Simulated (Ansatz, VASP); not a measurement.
YbSeCl: VASP beside Ansatz

```xyz
3
Lattice="4.1917 0.0000 0.0000 -2.0959 3.6302 0.0000 0.0000 0.0000 4.2805" Properties=species:S:1:pos:R:3 pbc="T T T"
Yb    0.0000    0.0000    0.0000
Se    0.0000    2.4201    0.0000
Cl    2.0959    1.2101    2.1403
```

Change from the starting cell: species swapped into the ErHSe type (P-6m2, No. 187).

Alike in both runs: task single point; functional PBE; k mesh 6 × 6 × 4; occupations gaussian, width 0.1 eV; collinear spin.

|  | VASP | Ansatz |
| --- | --- | --- |
| version | VASP 6.6.1 | Ansatz 0.2.0 |
| potentials or method | VASP PAW PBE potentials, release 64 (Yb, Se, Cl), cutoff 520 eV | scalar-relativistic, plane waves, PAW |
| valence electrons in the cell | 37 | 47 |

Ansatz gave:

* gap on the k mesh at the Fermi level (eV): none
* pressure (GPa): 23.6
* traceless stress, the component that is largest in VASP (GPa): -16.88
* net moment per atom (μB): 0.27
* size of the moment on the site where the two differ most (μB): 0.14

Problem. Which values does VASP return?

Solution. gap on the k mesh at the Fermi level (eV): none; pressure (GPa): 23.9; traceless stress, the component that is largest in VASP (GPa): -17.12; net moment per atom (μB): 0.27; size of the moment on the site where the two differ most (μB): 0.16.

Site moments also hang on the region over which each program counts them. A gap of «none» marks a metal or a gap that the smearing closes. The functional is the same, so the differences come from potentials, cutoffs and numerics. VASP's potentials hold 37 valence electrons a cell and Ansatz's 47, so a difference there can come from the potentials and not from the codes.

The k mesh is coarse, so the values compare programs but aren't converged. Spin-orbit coupling is off throughout.
